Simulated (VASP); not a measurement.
# TiTe3Se (Pm-3m) in VASP: single point with PBE

Aim: the single point of TiTe3Se with PBE.

All numbers are computed with VASP 6.6.1; they aren't measurements. Logs are shortened: lines on timing, memory, paths and dates and some standing lists are left out, and cuts for length are marked.

## (1) The cell of the first run

The structure is cubic, space group Pm-3m (No. 221). The conventional cell has a = 5.272 Å, b = 5.272 Å, c = 5.272 Å, α = 90.00°, β = 90.00°, γ = 90.00°. Ti (site symmetry m-3m) has 6 Te at 2.64 Å within 3.5 Å. Te (site symmetry 4/mmm) has 2 Ti at 2.64 Å within 3.5 Å. Se (site symmetry m-3m) has 12 Te at 3.73 Å and 8 Ti at 4.57 Å within 4.9 Å.

## (2) Single point, PBE

Contents of INCAR:

```
SYSTEM = TiTe3Se
  PREC = Accurate
  ENCUT = 520
  EDIFF = 1E-6
  ISMEAR = 0
  SIGMA = 0.1
  LREAL = .False.
  LASPH = .True.
  NELM = 60
  ALGO = Normal
  ISIF = 2
  LWAVE = .False.
  LCHARG = .False.
  GGA = PE
  NBANDS = 26
```

Contents of KPOINTS:

```
regular mesh
0
Gamma
  8 8 8
  0 0 0
```

Contents of POSCAR:

```
TiTe3Se
1.0
    5.2715988045      0.0000000000      0.0000000000
    0.0000000000      5.2715988045      0.0000000000
    0.0000000000      0.0000000000      5.2715988045
Ti Te Se
1 3 1
Direct
    0.5000000000      0.5000000000      0.5000000000
    0.0000000000      0.5000000000      0.5000000000
    0.5000000000      0.0000000000      0.5000000000
    0.5000000000      0.5000000000      0.0000000000
    0.0000000000      0.0000000000      0.0000000000
```

Potentials or basis: VASP PAW PBE potentials, release 64 (Ti_sv, Te, Se).

Started as:

```sh
cat potpaw_PBE.64/Ti_sv/POTCAR potpaw_PBE.64/Te/POTCAR potpaw_PBE.64/Se/POTCAR > POTCAR
mpirun -np 1 vasp_std > vasp.out
```

OUTCAR:

```text
SYSTEM = TiTe3Se
   PREC = Accurate
   ENCUT = 520
   EDIFF = 1E-6
   ISMEAR = 0
   LREAL = .False.
   LASPH = .True.
   NELM = 60
   ISIF = 2
   GGA = PE

 ion  position               nearest neighbor table
   1  0.500  0.500  0.500-   2 2.64   3 2.64   4 2.64   4 2.64   3 2.64   2 2.64
   2  0.000  0.500  0.500-   1 2.64   1 2.64
   3  0.500  0.000  0.500-   1 2.64   1 2.64
   4  0.500  0.500  0.000-   1 2.64   1 2.64
   5  0.000  0.000  0.000-

  LATTYP: Found a simple cubic cell.
 ALAT       =     5.2715988045

  Lattice vectors:

 A1 = (   5.2715988045,   0.0000000000,   0.0000000000)
 A2 = (   0.0000000000,   5.2715988045,   0.0000000000)
 A3 = (   0.0000000000,   0.0000000000,   5.2715988045)

Analysis of symmetry for initial positions (statically):
=====================================================================
 Subroutine PRICEL returns:
 Original cell was already a primitive cell.

 Routine SETGRP: Setting up the symmetry group for a
 simple cubic supercell.

 Subroutine GETGRP returns: Found 48 space group operations
 (whereof 48 operations were pure point group operations)
 out of a pool of 48 trial point group operations.

The static configuration has the point symmetry O_h .

Analysis of symmetry for dynamics (positions and initial velocities):
=====================================================================
 Subroutine PRICEL returns:
 Original cell was already a primitive cell.

 Routine SETGRP: Setting up the symmetry group for a
 simple cubic supercell.

 Subroutine GETGRP returns: Found 48 space group operations
 (whereof 48 operations were pure point group operations)
 out of a pool of 48 trial point group operations.

The dynamic configuration has the point symmetry O_h .

 Subroutine INISYM returns: Found 48 space group operations
 (whereof 48 operations are pure point group operations),
 and found     1 'primitive' translations

----------------------------------------------------------------------------------------

                                     Primitive cell

  volume of cell :     146.4964

  direct lattice vectors                    reciprocal lattice vectors
     5.271598804  0.000000000  0.000000000     0.189695771  0.000000000  0.000000000
     0.000000000  5.271598804  0.000000000     0.000000000  0.189695771  0.000000000
     0.000000000  0.000000000  5.271598804     0.000000000  0.000000000  0.189695771

  length of vectors
[... 89 lines left out ...]
   LREAL  =      F    real-space projection
   EDIFFG = 0.1E-04   stopping-criterion for IOM
   NSW    =      0    number of steps for IOM
   IBRION =     -1    ionic relax: 0-MD 1-quasi-New 2-CG
   NFREE  =      0    steps in history (QN), initial steepest desc. (CG)
   ISIF   =      2    stress and relaxation
   ISYM   =      2    0-nonsym 1-usesym 2-fastsym
   POTIM  = 0.5000    time-step for ionic-motion
   TEBEG  =    0.0;   TEEND  =   0.0 temperature during run
   PSTRESS=    0.0 pullay stress
   NELECT =      36.0000    total number of electrons
   NUPDOWN=      -1.0000    fix difference up-down
   EMIN   =  10.00;   EMAX   =-10.00  energy-range for DOS
   EFERMI =   0.00;   METHOD = LEGACY
   ISMEAR =     0;   SIGMA  =   0.10  broadening in eV -4-tet -1-fermi 0-gaus
   EFERMI_NEDOS =   21; number of points for ismear=-14 and -15
   IALGO  =     38    algorithm
   IMIX   =      4    mixing-type and parameters
     AMIX     =   0.40;   BMIX     =  1.00
     AMIX_MAG =   1.60;   BMIX_MAG =  1.00
  volume/ion in A,a.u.               =      29.30       197.72
  Fermi-wavevector in a.u.,A,eV,Ry     =   1.025416  1.937755 14.306219  1.051477
  Thomas-Fermi vector in A             =   2.159255
   LORBIT       =      0    0 simple, 1 ext, 2 COOP (PROOUT), +10 PAW based schemes
   GGA     = PE    functional components
   LHFCALC =     F    Hartree Fock is set to
   AEXX    =    0.0000 exact exchange contribution
   IVDW    =     0    specifies the selected vdW correction
   LEPSILON=     F    determine dielectric tensor
   LRPA    =     F    only Hartree local field effects (RPA)
 non-spin polarized calculation
 Gauss-broadening in eV      SIGMA  =   0.10
  energy-cutoff  :      520.00
  volume of cell :      146.50
 maximum number of plane-waves:      3968
 NGX is ok and might be reduce to    40
   NGX = 19   NGY = 19   NGZ = 19

 number of electron      35.9999990 magnetization

 Free energy of the ion-electron system (eV)
  ---------------------------------------------------
  ext. energy  EPLUGINS =         0.00000000
  ---------------------------------------------------
  free energy    TOTEN  =       -20.12863925 eV

  energy without entropy =      -20.10163272  energy(sigma->0) =      -20.11513599

 E-fermi :   5.0870     XC(G=0):  -9.3977

 val. band max:        5.0858032308   @ k =   0.2500   0.2500   0.2500
 cond. band min:       5.0938931792   @ k =   0.2500   0.2500   0.1250
 fundamental gap:      0.0080899484
 Fermi energy:         5.0869936074

 k-point     1 :       0.0000    0.0000    0.0000
  band No.  band energies     occupation
      1     -52.0587      2.00000
      2     -28.3704      2.00000
      3     -28.3704      2.00000
      4     -28.3704      2.00000
      5      -7.4941      2.00000
      6      -5.8840      2.00000
[... 685 lines left out ...]
     25       9.7108      0.00000
     26      11.6646      0.00000

 [... further k-points ...]

------------------------ aborting loop because EDIFF is reached ----------------------------------------

  FORCE on cell =-STRESS in cart. coord.  units (eV):
  Direction    XX          YY          ZZ          XY          YZ          ZX
  --------------------------------------------------------------------------------------
  -------------------------------------------------------------------------------------
  Total       -0.0617912     -0.0617912     -0.0617912      0.0000000     -0.0000000      0.0000000
  in kB       -0.6757871     -0.6757871     -0.6757871      0.0000000     -0.0000000      0.0000000
  external PRESSURE =      -0.6757871 kB  Pullay stress =       0.0000000 kB

 VOLUME and BASIS-vectors are now :
 -----------------------------------------------------------------------------
  energy-cutoff  :      520.00
  volume of cell :      146.50
      direct lattice vectors                 reciprocal lattice vectors
     5.271598804  0.000000000  0.000000000     0.189695771  0.000000000  0.000000000
     0.000000000  5.271598804  0.000000000     0.000000000  0.189695771  0.000000000
     0.000000000  0.000000000  5.271598804     0.000000000  0.000000000  0.189695771

 POSITION                                       TOTAL-FORCE (eV/Angst)
 -----------------------------------------------------------------------------------
      2.63580      2.63580      2.63580         0.000000      0.000000      0.000000
      0.00000      2.63580      2.63580         0.000000      0.000000      0.000000
      2.63580      0.00000      2.63580         0.000000      0.000000      0.000000
      2.63580      2.63580      0.00000         0.000000      0.000000      0.000000
      0.00000      0.00000      0.00000         0.000000      0.000000      0.000000
 -----------------------------------------------------------------------------------
    total drift:                                0.000000      0.000000     -0.000000

  FREE ENERGIE OF THE ION-ELECTRON SYSTEM (eV)
  ---------------------------------------------------
  free  energy   TOTEN  =       -20.1286392504 eV

  energy  without entropy=      -20.1016327231  energy(sigma->0) =      -20.11513599
```

OSZICAR:

```text
N       E                     dE             d eps       ncg     rms          rms(c)
DAV:   1     0.261950510037E+03    0.26195E+03   -0.15634E+04  1820   0.124E+03
DAV:   2     0.587998792178E+01   -0.25607E+03   -0.24904E+03  2080   0.289E+02
DAV:   3    -0.200815667608E+02   -0.25962E+02   -0.25408E+02  3112   0.828E+01
DAV:   4    -0.218280507006E+02   -0.17465E+01   -0.17349E+01  2370   0.184E+01
DAV:   5    -0.219262818734E+02   -0.98231E-01   -0.98202E-01  2704   0.343E+00    0.122E+01
DAV:   6    -0.234977508977E+02   -0.15715E+01   -0.33373E+01  2316   0.312E+01    0.190E+01
DAV:   7    -0.205371609518E+02    0.29606E+01   -0.30271E+01  2314   0.342E+01    0.645E+00
DAV:   8    -0.201537293852E+02    0.38343E+00   -0.15477E+00  2062   0.918E+00    0.166E+00
DAV:   9    -0.201383181870E+02    0.15411E-01   -0.26351E-01  2688   0.249E+00    0.148E+00
DAV:  10    -0.201310116016E+02    0.73066E-02   -0.22885E-02  1946   0.882E-01    0.101E+00
DAV:  11    -0.201289675986E+02    0.20440E-02   -0.22839E-02  2418   0.989E-01    0.199E-01
DAV:  12    -0.201286515724E+02    0.31603E-03   -0.15857E-03  1976   0.260E-01    0.719E-02
DAV:  13    -0.201286413100E+02    0.10262E-04   -0.19470E-04  2464   0.812E-02    0.214E-02
DAV:  14    -0.201286405600E+02    0.75004E-06   -0.18398E-05  2064   0.259E-02    0.123E-02
DAV:  15    -0.201286390342E+02    0.15257E-05   -0.46437E-06  1538   0.163E-02    0.227E-03
DAV:  16    -0.201286392504E+02   -0.21616E-06   -0.32683E-07  1100   0.355E-03
   1 F= -.20128639E+02 E0= -.20115136E+02  d E =-.270065E-01
```

It took 1.8 min on 1 thread of Intel Xeon Platinum 8488C (Sapphire Rapids), shared host; peak memory 0.33 GiB.

What came out:

* Free energy: -20.1286 eV
* Pressure: -0.1 GPa
* Band gap on the k mesh: zero (band 18 reaches 6.09 eV, above the bottom of band 19 at 4.83 eV)

Levels at points of the mesh, in eV from the Fermi level:
```csv
k point,band 15,band 16,band 17,band 18,band 19,band 20
"(0.00, 0.00, 0.00)",-0.72,-0.72,-0.72,0.02,0.02,0.02
"(0.50, 0.00, 0.00)",-1.35,-1.04,-0.29,-0.29,-0.09,-0.09
"(0.50, 0.50, 0.00)",-2.31,-2.31,-1.13,0.61,0.61,0.94
"(0.50, 0.50, 0.50)",-0.08,-0.08,-0.08,1.00,1.00,1.00
```

Caveat: spin-orbit coupling is left out, which moves the levels of the heavy elements.
